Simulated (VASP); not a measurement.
# Ag (P6_3/mmc) in VASP: further runs, part 2 of 2

VASP 6.6.1. The steps go on from the part before.

### Step 4. Single point, HSE06

This run uses another cell than the first one, of 17.62 Å³/atom.

Input file POSCAR:

```
Ag
1.0
    2.9051926028      0.0000000000      0.0000000000
   -1.4525963014      2.5159705970      0.0000000000
    0.0000000000      0.0000000000      4.8202446972
Ag
2
Direct
    0.6666666667      0.3333333333      0.7500000000
    0.3333333333      0.6666666667      0.2500000000
```

Input file INCAR.step1:

```
SYSTEM = Ag
PREC     = Accurate       ! precision mode
ENCUT    = 520            ! plane-wave cutoff, eV
EDIFF    = 1E-5           ! SCF threshold, eV
ISMEAR   = -1             ! smearing method
SIGMA    = 0.05           ! smearing width, eV
LREAL    = .False.        ! projectors in reciprocal space
LASPH    = .True.         ! aspherical terms in the spheres
NELM     = 100            ! most SCF steps
ALGO     = Normal         ! electronic algorithm
ISIF     = 2              ! what is computed and relaxed
LWAVE    = .True.         ! write WAVECAR
LCHARG   = .False.        ! write CHGCAR
GGA      = PE             ! functional
NBANDS   = 18             ! bands
```

Input file INCAR.step2:

```
SYSTEM = Ag
PREC     = Accurate       ! precision mode
ENCUT    = 520            ! plane-wave cutoff, eV
EDIFF    = 1E-6           ! SCF threshold, eV
ISMEAR   = -1             ! smearing method
SIGMA    = 0.05           ! smearing width, eV
LREAL    = .False.        ! projectors in reciprocal space
LASPH    = .True.         ! aspherical terms in the spheres
NELM     = 100            ! most SCF steps
ALGO     = Normal         ! electronic algorithm
ISIF     = 2              ! what is computed and relaxed
LWAVE    = .False.        ! write WAVECAR
LCHARG   = .False.        ! write CHGCAR
GGA      = PE             ! functional
LHFCALC  = .True.         ! exact exchange
HFSCREEN = 0.2079         ! screening, 1/A
PRECFOCK = Normal       
ISTART   = 1            
NBANDS   = 18             ! bands
```

Input file KPOINTS:

```
Automatic mesh
0
Gamma
  5 5 3
  0 0 0
```

Potentials or basis: VASP PAW PBE potentials, release 64 (Ag).

Run with:

```console
> cat potpaw_PBE.64/Ag/POTCAR > POTCAR
> cp INCAR.step1 INCAR
> mpirun -np 1 vasp_std > vasp.out
> cp INCAR.step2 INCAR
> mpirun -np 1 vasp_std > vasp.out
```

OUTCAR:

```text
SYSTEM = Ag
   PREC = Accurate
   ENCUT = 520
   EDIFF = 1E-6
   ISMEAR = -1
   LREAL = .False.
   LASPH = .True.
   NELM = 100
   ISIF = 2
   GGA = PE
   LHFCALC = .True.
   HFSCREEN = 0.2079
   PRECFOCK = Normal
   ISTART = 1

 ion  position               nearest neighbor table
   1  0.667  0.333  0.750-   2 2.94   2 2.94   2 2.94   2 2.94   2 2.94   2 2.94
   2  0.333  0.667  0.250-   1 2.94   1 2.94   1 2.94   1 2.94   1 2.94   1 2.94

  LATTYP: Found a hexagonal cell.
 ALAT       =     2.9051926028
 C/A-ratio  =     1.6591824902

  Lattice vectors:

 A1 = (   2.9051926028,   0.0000000000,   0.0000000000)
 A2 = (  -1.4525963014,   2.5159705970,   0.0000000000)
 A3 = (   0.0000000000,   0.0000000000,   4.8202446972)

Analysis of symmetry for initial positions (statically):
=====================================================================
 Subroutine PRICEL returns:
 Original cell was already a primitive cell.

 Routine SETGRP: Setting up the symmetry group for a
[... 157 lines left out ...]
  ext. energy  EPLUGINS =         0.00000000
  ---------------------------------------------------
  free energy    TOTEN  =        -5.86802176 eV

  energy without entropy =       -5.85902392  energy(sigma->0) =       -5.86352284

 E-fermi :   8.4434     XC(G=0):  -9.8029

 val. band max:        7.3642363279   @ k =   0.0000   0.0000   0.0000
 cond. band min:       8.4983513622   @ k =   0.2000   0.2000   0.3333
 fundamental gap:      1.1341150344
 Fermi energy:         8.4434201256

 k-point     1 :       0.0000    0.0000    0.0000
  band No.  band energies     occupation
      1      -0.5914      2.00000
      2       0.3262      2.00000
      3       1.7399      2.00000
      4       1.8977      2.00000
      5       1.8977      2.00000
      6       2.1147      2.00000
[... 187 lines left out ...]
      5       1.6967      2.00000
      6       2.6597      2.00000
[... 10 lines left out ...]
     17      22.3636      0.00000
     18      22.4529      0.00000

------------------------ aborting loop because EDIFF is reached ----------------------------------------

  FORCE on cell =-STRESS in cart. coord.  units (eV):
  Direction    XX          YY          ZZ          XY          YZ          ZX
  --------------------------------------------------------------------------------------
  -------------------------------------------------------------------------------------
  Total        0.0028148      0.0028148      0.0010977      0.0000000     -0.0000000      0.0000000
  in kB        0.1280000      0.1280000      0.0499179      0.0000000     -0.0000000      0.0000000
  external PRESSURE =       0.1019727 kB  Pullay stress =       0.0000000 kB

 VOLUME and BASIS-vectors are now :
 -----------------------------------------------------------------------------
  energy-cutoff  :      520.00
  volume of cell :       35.23
      direct lattice vectors                 reciprocal lattice vectors
     2.905192603  0.000000000  0.000000000     0.344211258  0.198730462  0.000000000
    -1.452596301  2.515970597  0.000000000     0.000000000  0.397460925  0.000000000
     0.000000000  0.000000000  4.820244697     0.000000000  0.000000000  0.207458348

 POSITION                                       TOTAL-FORCE (eV/Angst)
 -----------------------------------------------------------------------------------
      1.45260      0.83866      3.61518         0.000000     -0.000000      0.000000
     -0.00000      1.67731      1.20506        -0.000000      0.000000      0.000000
 -----------------------------------------------------------------------------------
    total drift:                                0.000000      0.000000      0.000000

  FREE ENERGIE OF THE ION-ELECTRON SYSTEM (eV)
  ---------------------------------------------------
  free  energy   TOTEN  =        -5.8680217586 eV

  energy  without entropy=       -5.8590239157  energy(sigma->0) =       -5.86352284
```

OUTCAR.step1:

```text
SYSTEM = Ag
   PREC = Accurate
   ENCUT = 520
   EDIFF = 1E-5
   ISMEAR = -1
   LREAL = .False.
[... 418 lines left out ...]
      1.45260      0.83866      3.61518        -0.000000      0.000000      0.000000
     -0.00000      1.67731      1.20506         0.000000     -0.000000      0.000000
 -----------------------------------------------------------------------------------
    total drift:                                0.000000     -0.000000      0.000000

  FREE ENERGIE OF THE ION-ELECTRON SYSTEM (eV)
  ---------------------------------------------------
  free  energy   TOTEN  =        -5.5823078820 eV

  energy  without entropy=       -5.5733071896  energy(sigma->0) =       -5.57780754
```

Wall time 18 min (1 thread of Intel Xeon 8259CL, shared host); peak memory 0.27 GiB.

What came out:

* Free energy: -5.8680 eV
* Pressure: 0.0 GPa
* Band gap on the k mesh: zero (bands 11 and 12 overlap by 6.07 eV)

Caveat: the k points lie up to 0.50 Å⁻¹ apart, too coarse for converged energies and pressures of a metal; the PAW data sets were made with another functional, which shifts forces and pressure a little.

### Step 5. Single point, PBE-based screened hybrid with 25 % exact exchange

This run uses another cell than the first one, of 17.66 Å³/atom.

Input file POSCAR:

```
Ag
1.0
    2.9074463054      0.0000000000      0.0000000000
   -1.4537231527      2.5179223606      0.0000000000
    0.0000000000      0.0000000000      4.8237088214
Ag
2
Direct
    0.6666666667      0.3333333333      0.7500000000
    0.3333333333      0.6666666667      0.2500000000
```

Input file INCAR.step1:

```
ALGO     = Normal         # electronic algorithm
EDIFF    = 1E-5           # SCF threshold, eV
ENCUT    = 520            # plane-wave cutoff, eV
GGA      = PE             # functional
ISIF     = 2              # what is computed and relaxed
ISMEAR   = -1             # smearing method
LASPH    = T              # aspherical terms in the spheres
LCHARG   = F              # write CHGCAR
LREAL    = F              # projectors in reciprocal space
LWAVE    = T              # write WAVECAR
NBANDS   = 18             # bands
NELM     = 80             # most SCF steps
PREC     = Accurate       # precision mode
SIGMA    = 0.05           # smearing width, eV
```

Input file INCAR.step2:

```
AEXX     = 0.25           # exact-exchange fraction
ALGO     = Normal         # electronic algorithm
EDIFF    = 1E-6           # SCF threshold, eV
ENCUT    = 520            # plane-wave cutoff, eV
GGA      = PE             # functional
HFSCREEN = 0.3            # screening, 1/A
ISIF     = 2              # what is computed and relaxed
ISMEAR   = -1             # smearing method
ISTART   = 1            
LASPH    = T              # aspherical terms in the spheres
LCHARG   = F              # write CHGCAR
LHFCALC  = T              # exact exchange
LREAL    = F              # projectors in reciprocal space
LWAVE    = F              # write WAVECAR
NBANDS   = 18             # bands
NELM     = 80             # most SCF steps
PREC     = Accurate       # precision mode
PRECFOCK = Normal       
SIGMA    = 0.05           # smearing width, eV
```

Input file KPOINTS:

```
k-points
0
Gamma
  5 5 3
```

Run with:

```console
> cat potpaw_PBE.64/Ag/POTCAR > POTCAR
> cp INCAR.step1 INCAR
> mpirun -np 1 vasp_std > vasp.out
> cp INCAR.step2 INCAR
> mpirun -np 1 vasp_std > vasp.out
```

Wall time 16 min (1 thread of Intel Xeon 8259CL, shared host); peak memory 0.27 GiB.

The run converged. Its results:

| Item | Value |
| --- | --- |
| Free energy | -5.7417 eV |
| Pressure | 0.0 GPa |
| Band gap on the k mesh | zero (bands 11 and 12 overlap by 5.88 eV) |

Levels at points of the mesh, in eV from the Fermi level:
| k point | band 8 | band 9 | band 10 | band 11 | band 12 | band 13 | band 14 | band 15 |
| --- | --- | --- | --- | --- | --- | --- | --- | --- |
| (0.00, 0.00, 0.00) | -5.73 | -5.73 | -4.74 | -4.74 | -1.01 | 3.02 | 15.86 | 17.43 |

Caveat: the k points lie up to 0.50 Å⁻¹ apart, too coarse for converged energies and pressures of a metal; the PAW data sets were made with another functional, which shifts forces and pressure a little.

### Step 6. Single point, PBE0

This run uses another cell than the first one, of 18.52 Å³/atom.

Input file POSCAR:

```
Ag
1.0
    2.9685570532      0.0000000000      0.0000000000
   -1.4842785266      2.5708458207      0.0000000000
    0.0000000000      0.0000000000      4.8530335443
Ag
2
Direct
    0.6666666667      0.3333333333      0.7500000000
    0.3333333333      0.6666666667      0.2500000000
```

Input file INCAR.step1:

```
ALGO = Normal ; EDIFF = 1E-5
ENCUT = 520 ; GGA = PE
ISIF = 2 ; ISMEAR = -1
LASPH = T ; LREAL = F
LWAVE = T ; NBANDS = 18
NELM = 80 ; PREC = Accurate
SIGMA = 0.05
```

Input file INCAR.step2:

```
AEXX = 0.25 ; ALGO = Normal
EDIFF = 1E-6 ; ENCUT = 520
GGA = PE ; ISIF = 2
ISMEAR = -1 ; ISTART = 1
LASPH = T ; LCHARG = T
LELF = T ; LHFCALC = T
LREAL = F ; LVHAR = T
LWAVE = F ; NBANDS = 18
NELM = 80 ; PREC = Accurate
PRECFOCK = Normal ; SIGMA = 0.05
```

Input file KPOINTS:

```
k-points
0
Gamma
  6 6 4
```

Potentials or basis: VASP PAW PBE potentials, release 64 (Ag).

Run with:

```console
> cat potpaw_PBE.64/Ag/POTCAR > POTCAR
> cp INCAR.step1 INCAR
> mpirun -np 1 vasp_std > vasp.out
> cp INCAR.step2 INCAR
> mpirun -np 1 vasp_std > vasp.out
```

OUTCAR:

```text
AEXX = 0.25
   EDIFF = 1E-6
   ENCUT = 520
   GGA = PE
   ISIF = 2
   ISMEAR = -1
   ISTART = 1
   LASPH = T
   LHFCALC = T
   LREAL = F
   NELM = 80
   PREC = Accurate
   PRECFOCK = Normal

 ion  position               nearest neighbor table
   1  0.667  0.333  0.750-   2 2.97   2 2.97   2 2.97   2 2.97   2 2.97   2 2.97
   2  0.333  0.667  0.250-   1 2.97   1 2.97   1 2.97   1 2.97   1 2.97   1 2.97

  LATTYP: Found a hexagonal cell.
 ALAT       =     2.9685570532
 C/A-ratio  =     1.6348122867

  Lattice vectors:

 A1 = (   2.9685570532,   0.0000000000,   0.0000000000)
 A2 = (  -1.4842785266,   2.5708458207,   0.0000000000)
 A3 = (   0.0000000000,   0.0000000000,   4.8530335443)

Analysis of symmetry for initial positions (statically):
=====================================================================
 Subroutine PRICEL returns:
 Original cell was already a primitive cell.

 Routine SETGRP: Setting up the symmetry group for a
 hexagonal supercell.

 Subroutine GETGRP returns: Found 24 space group operations
 (whereof 12 operations were pure point group operations)
 out of a pool of 24 trial point group operations.
[... 165 lines left out ...]
  free energy    TOTEN  =        -6.08619531 eV

  energy without entropy =       -6.08330801  energy(sigma->0) =       -6.08475166

 E-fermi :   6.7419     XC(G=0):  -9.1772

 val. band max:        6.5850756083   @ k =   0.3333   0.1667   0.2500
 cond. band min:       7.2939497666   @ k =   0.0000   0.0000   0.0000
 fundamental gap:      0.7088741584
 Fermi energy:         6.7418522272

 k-point     1 :       0.0000    0.0000    0.0000
  band No.  band energies     occupation
      1      -1.2868      2.00000
      2      -0.4107      2.00000
      3       0.9366      2.00000
      4       1.0380      2.00000
      5       1.0380      2.00000
      6       1.2472      2.00000
[... 418 lines left out ...]
      5       1.2059      2.00000
      6       1.2059      2.00000
[... 10 lines left out ...]
     17      24.5722      0.00000
     18      24.5722      0.00000

------------------------ aborting loop because EDIFF is reached ----------------------------------------

  FORCE on cell =-STRESS in cart. coord.  units (eV):
  Direction    XX          YY          ZZ          XY          YZ          ZX
  --------------------------------------------------------------------------------------
  -------------------------------------------------------------------------------------
  Total       -0.3202107     -0.3202107     -1.2229235      0.0000000      0.0000000      0.0000000
  in kB      -13.8519754    -13.8519754    -52.9023716      0.0000000      0.0000000      0.0000000
  external PRESSURE =     -26.8687741 kB  Pullay stress =       0.0000000 kB

 VOLUME and BASIS-vectors are now :
 -----------------------------------------------------------------------------
  energy-cutoff  :      520.00
  volume of cell :       37.04
      direct lattice vectors                 reciprocal lattice vectors
     2.968557053  0.000000000  0.000000000     0.336863999  0.194488520  0.000000000
    -1.484278527  2.570845821  0.000000000     0.000000000  0.388977041  0.000000000
     0.000000000  0.000000000  4.853033544     0.000000000  0.000000000  0.206056684

 POSITION                                       TOTAL-FORCE (eV/Angst)
 -----------------------------------------------------------------------------------
      1.48428      0.85695      3.63978        -0.000000      0.000000     -0.000000
     -0.00000      1.71390      1.21326         0.000000     -0.000000      0.000000
 -----------------------------------------------------------------------------------
    total drift:                                0.000000     -0.000000      0.000000

  FREE ENERGIE OF THE ION-ELECTRON SYSTEM (eV)
  ---------------------------------------------------
  free  energy   TOTEN  =        -6.0861953147 eV

  energy  without entropy=       -6.0833080142  energy(sigma->0) =       -6.08475166
```

OUTCAR.step1:

```text
EDIFF = 1E-5
   ENCUT = 520
   GGA = PE
   ISIF = 2
   ISMEAR = -1
[... 659 lines left out ...]
 -----------------------------------------------------------------------------------
      1.48428      0.85695      3.63978         0.000000      0.000000      0.000000
     -0.00000      1.71390      1.21326        -0.000000     -0.000000      0.000000
 -----------------------------------------------------------------------------------
    total drift:                               -0.000000      0.000000     -0.000000

  FREE ENERGIE OF THE ION-ELECTRON SYSTEM (eV)
  ---------------------------------------------------
  free  energy   TOTEN  =        -5.3843069965 eV

  energy  without entropy=       -5.3793237156  energy(sigma->0) =       -5.38181536
```

OSZICAR.step1:

```text
N       E                     dE             d eps       ncg     rms          rms(c)
DAV:   1     0.124906189138E+03    0.12491E+03   -0.11971E+04   756   0.121E+03
DAV:   2    -0.376588952077E+01   -0.12867E+03   -0.12198E+03   788   0.263E+02
DAV:   3    -0.581565620783E+01   -0.20498E+01   -0.20441E+01   874   0.371E+01
DAV:   4    -0.582195081573E+01   -0.62946E-02   -0.62942E-02   864   0.208E+00
DAV:   5    -0.582200398829E+01   -0.53173E-04   -0.53172E-04   842   0.201E-01    0.601E+00
DAV:   6    -0.539882525034E+01    0.42318E+00   -0.11062E+00   786   0.110E+01    0.406E+00
DAV:   7    -0.538848147177E+01    0.10344E-01   -0.13378E-02   808   0.100E+00    0.236E+00
DAV:   8    -0.538428056384E+01    0.42009E-02   -0.10898E-03   800   0.284E-01    0.981E-02
DAV:   9    -0.538429485413E+01   -0.14290E-04   -0.16834E-05   752   0.316E-02    0.386E-02
DAV:  10    -0.538430730370E+01   -0.12450E-04   -0.89498E-06   648   0.274E-02    0.268E-03
DAV:  11    -0.538430699648E+01    0.30723E-06   -0.43671E-07   396   0.503E-03
   1 F= -.53843070E+01 E0= -.53818154E+01  d E =-.498328E-02
```

Wall time 45 min (1 thread of Intel Xeon Platinum 8259CL at 2.50GHz (Skylake/Cascade Lake), shared host); peak memory 0.18 GiB.

What came out:

```yaml
Free_energy: -6.0862 eV
Pressure: -2.7 GPa
Band_gap_on_the_k_mesh: zero (bands 11 and 12 overlap by 9.66 eV)
```

Stress tensor (GPa, compression positive):
```
-1.39  0.00  0.00
 0.00 -1.39  0.00
 0.00  0.00 -5.29
```

Caveat: the k points lie up to 0.41 Å⁻¹ apart, too coarse for converged energies and pressures of a metal; the PAW data sets were made with another functional, which shifts forces and pressure a little.

### Step 7. Summary

```csv
level,cell,k mesh,screening parameter,gap on the mesh (eV),pressure (GPa)
PBEsol-based global hybrid with 25 % exact exchange,"a = 2.857, b = 2.857, c = 4.739 Å, angles 90.0, 90.0, 120.0°, 2 atoms",5 × 5 × 3,-,none,-0.3
PBE0,"a = 2.905, b = 2.905, c = 4.819 Å, angles 90.0, 90.0, 120.0°, 2 atoms",5 × 5 × 3,-,none,-0.2
HSE06,"a = 2.905, b = 2.905, c = 4.820 Å, angles 90.0, 90.0, 120.0°, 2 atoms",5 × 5 × 3,0.2079 1/Å,none,0.0
PBE-based screened hybrid with 25 % exact exchange,"a = 2.907, b = 2.907, c = 4.824 Å, angles 90.0, 90.0, 120.0°, 2 atoms",5 × 5 × 3,0.3 1/Å,none,0.0
PBE0,"a = 2.969, b = 2.969, c = 4.853 Å, angles 90.0, 90.0, 120.0°, 2 atoms",6 × 6 × 4,-,none,-2.7
```

Alike in all rows: task single point; potentials or basis VASP PAW PBE potentials, release 64 (Ag); no spin polarisation; cutoff (eV) 520; smearing fermi-dirac 0.05 eV.

Caveats: all runs use coarse meshes; the PAW data sets were made with another functional, which shifts forces and pressure a little.

Absolute energies hang on the potentials; compare differences alone.

The gap in the log of VASP goes by the Fermi energy; the results here count the filled bands.